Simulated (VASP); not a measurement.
Input of a VASP 6.6.1 run:

The input INCAR:

```
PREC     = Accurate       # precision mode
ENCUT    = 520            # plane-wave cutoff, eV
EDIFF    = 1E-7           # SCF threshold, eV
ISMEAR   = -1             # smearing method
SIGMA    = 0.05           # smearing width, eV
LREAL    = False          # projectors in reciprocal space
LASPH    = True           # aspherical terms in the spheres
NELM     = 80             # most SCF steps
ALGO     = Normal         # electronic algorithm
ISIF     = 2              # what is computed and relaxed
LWAVE    = False          # write WAVECAR
LCHARG   = False          # write CHGCAR
GGA      = PE             # functional
NBANDS   = 63             # bands
```

The input KPOINTS:

```
Automatic mesh
0
Gamma
  2 2 1
```

File POSCAR:

```
ZrN
1.0
    5.5581880000      0.0000000000      0.0000000000
   -2.7790940000      5.7455070000      0.0000000000
    0.0000000000      0.0000000000     16.2295670000
Zr N
6 6
Direct
    0.3082109158      0.2632491789      0.1218270333
    0.2158954773      0.7651370018      0.0858001942
    0.8690340500      0.3944647531      0.2047312784
    0.7678905406      0.8250098729      0.1590492217
    0.4320652693      0.4724561296      0.2949801433
    0.2624564696      0.9333554028      0.2622805648
    0.0000000000      0.0000000000      0.0616159384
    0.7879061183      0.5297878847      0.1000642839
    0.5124804091      0.0607257114      0.1577491254
    0.3334746709      0.5812019723      0.1847985224
    0.0756492637      0.1577754583      0.2343007672
    0.8186878050      0.6665556234      0.2775921255
```

Potentials or basis: VASP PAW PBE potentials, release 64 (Zr_sv, N).

Run with:

```console
$ cat potpaw_PBE.64/Zr_sv/POTCAR potpaw_PBE.64/N/POTCAR > POTCAR
$ mpirun -np 1 vasp_std > vasp.out
```

Task: Predict the largest force.

Result: 2.277 eV/Å.

Task: Estimate the band gap on the k mesh.

Result: 0.08 eV (least direct gap 0.26 eV).

Forces in eV/Å, atoms in the order of the input:
```
Zr   1.179  0.229 -1.359
Zr  -1.292  0.040 -0.406
Zr   0.071 -1.777  0.672
Zr  -1.329  1.353  0.315
Zr  -0.917 -0.324  1.195
Zr  -1.153 -0.833  0.330
N    1.856  0.892 -0.310
N    0.623  0.144 -0.071
N    0.241 -0.413 -0.177
N   -1.802  1.302 -0.492
N    0.792 -0.638  0.107
N    1.732  0.025  0.196
```

Caveat: the k points lie up to 0.63 Å⁻¹ apart; there is no dipole correction, which matters where the two faces differ.
